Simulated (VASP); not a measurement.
Ga: electric field gradients with PBEsol

Crystal: Ga.

```
Ga
1.0
    -1.42248    1.42248    2.25833
     1.42248   -1.42248    2.25833
     1.42248    1.42248   -2.25833
Ga
1
Direct
  0.00000 0.00000 0.00000
```

This cell differs from its parent crystal: volume scaled by 1.04.

- Program: VASP 6.6.1
- Task: electric field gradients
- Functional: PBEsol
- Potentials or basis: VASP PAW PBE potentials, release 64 (Ga_d)
- Cutoff: 520 eV
- k mesh: 16 × 16 × 16
- Occupations: fermi-dirac, width 0.03 eV
- Spin: no spin polarisation
- Dipole correction: no
- Further INCAR settings: ALGO = Normal; EDIFF = 1e-08; NBANDS = 12

```
Pressure : -1.6 GPa
```

Stress tensor (GPa, compression positive):
```
-1.46  0.00  0.00
 0.00 -1.46  0.00
 0.00  0.00 -1.98
```

Levels at points of the mesh, in eV from the Fermi level:
```
           k point  band 2  band 3  band 4  band 5  band 6  band 7  band 8  band 9  band 10  band 11
(0.00, 0.00, 0.00)  -14.82  -14.82  -14.80  -14.67  -11.29   12.57   12.57   12.58    16.10    16.22
(0.50, 0.00, 0.00)  -14.91  -14.81  -14.64  -14.60   -4.94   -4.10    8.48   11.52    12.56    15.41
(0.50, 0.50, 0.00)  -15.00  -14.64  -14.64  -14.54   -2.14   -1.44    4.04    4.94     8.00     8.12
(0.50, 0.50, 0.50)  -15.00  -14.61  -14.61  -14.61   -3.85   -3.51    6.39    6.39     9.64    10.32
```

Electric field gradients, principal values (V/Å²):
| atom | least | middle | greatest (by size) |
| --- | --- | --- | --- |
| 1 Ga | -9.787 | -9.793 | 19.580 |

It took 33 s on 1 thread of Intel(R) Xeon(R) Platinum 8559C (Emerald Rapids) (shared host), peak memory 0.19 GiB.

Caveat: without QUAD_EFG the Cq values of the log hold for a quadrupole moment of 1 mb, not for the nuclei; the PAW data sets were made with another functional, which shifts forces and pressure a little.
